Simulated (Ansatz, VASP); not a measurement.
**NaP6 in VASP and in Ansatz**

The input INCAR:

```
  PREC = Accurate
  ENCUT = 600
  EDIFF = 1E-6
  ISMEAR = 0
  SIGMA = 0.1
  LREAL = F
  LASPH = T
  NELM = 100
  ALGO = Normal
  ISIF = 3
  LWAVE = F
  LCHARG = F
  GGA = PE
  IBRION = 2
  NSW = 100
  EDIFFG = -0.01
```

File KPOINTS:

```
Automatic mesh
0
Gamma
  8 8 8
```

File POSCAR:

```
NaP6
1.0
    0.0000000000      4.5575903619      4.5575903619
    4.5575903619      0.0000000000      4.5575903619
    4.5575903619      4.5575903619      0.0000000000
Na P
1 6
Direct
    0.0000000000      0.0000000000      0.0000000000
    0.6835557150      0.3164442850      0.3164442850
    0.3164442850      0.6835557150      0.6835557150
    0.3164442850      0.6835557150      0.3164442850
    0.6835557150      0.3164442850      0.6835557150
    0.3164442850      0.3164442850      0.6835557150
    0.6835557150      0.6835557150      0.3164442850
```

Input for Ansatz:

```yaml
crystal:
  lattice:
    - [0.0, 4.5575903619, 4.5575903619]
    - [4.5575903619, 0.0, 4.5575903619]
    - [4.5575903619, 4.5575903619, 0.0]
  atoms:
    - { symbol: Na, position: [0.0, 0.0, 0.0] }
    - { symbol: P, position: [0.683555715, 0.316444285, 0.316444285] }
    - { symbol: P, position: [0.316444285, 0.683555715, 0.683555715] }
    - { symbol: P, position: [0.316444285, 0.683555715, 0.316444285] }
    - { symbol: P, position: [0.683555715, 0.316444285, 0.683555715] }
    - { symbol: P, position: [0.316444285, 0.316444285, 0.683555715] }
    - { symbol: P, position: [0.683555715, 0.683555715, 0.316444285] }
basis:
  ecutwfc: 420
kpoints:
  mp_grid: { grid: [8, 8, 8] }
hamiltonian:
  xc: pbe
scf:
  occupations: { method: gaussian, width: 0.1 }
output:
  forces: true
  stress: true
  eigenvalues: true
  write_density: true
  write_potential: true
  elf: true
  volumetric_format: npy
relax:
  adjacent_minimum: "off"
  f_tol: 0.01
  max_steps: 80
  cell: { stress_tol: 0.05 }
```

Change from the starting cell: ordered vacancies on the cation sites of rhenium trioxide (Fm-3m, No. 225).

Alike in both runs: task relaxation of cell and atoms; functional PBE; k mesh 8 × 8 × 8; occupations gaussian, width 0.1 eV; no spin polarisation.

```csv
,VASP,Ansatz
version,VASP 6.6.1,Ansatz 0.2.0
potentials or method,"VASP PAW PBE potentials, release 64 (Na_pv, P), cutoff 600 eV","scalar-relativistic, plane waves, PAW"
valence electrons in the cell,37,39
```

```csv
,VASP,Ansatz,Ansatz less VASP
"gap on the k mesh at the Fermi level, each at its own relaxed structure (eV)",none,none,-
relaxed volume (Å³/atom),26.86,26.92,+0.060
relaxed length of the cell vector where the two differ most in proportion (Å),6.430,6.435,+0.0048
```

A gap of «none» marks a metal or a gap that the smearing closes. VASP's potentials hold 37 valence electrons a cell and Ansatz's 39, so a difference there can come from the potentials and not from the codes.
